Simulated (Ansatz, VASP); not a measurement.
# Yb: VASP beside Ansatz

```xyz
1
Lattice="-2.0813 2.0813 2.0813 2.0813 -2.0813 2.0813 2.0813 2.0813 -2.0813" Properties=species:S:1:pos:R:3 pbc="T T T"
Yb    0.0000    0.0000    0.0000
```

Alike in both runs: task single point; functional PBE; k mesh 12 × 12 × 12; occupations fermi-dirac, width 0.1 eV; no spin polarisation.

|  | VASP | Ansatz |
| --- | --- | --- |
| version | VASP 6.6.1 | Ansatz 0.2.0 |
| potentials or method | VASP PAW PBE potentials, release 64 (Yb), cutoff 520 eV | plane waves (420 eV) with PAW, scalar-relativistic |
| valence electrons in the cell | 24 | 24 |

|  | VASP | Ansatz | Ansatz less VASP |
| --- | --- | --- | --- |
| pressure (GPa) | -0.7 | -0.7 | -0.03 |

With one functional, cell and mesh, what is left measures potentials, basis and numerics.

Neither program's run includes spin-orbit coupling.
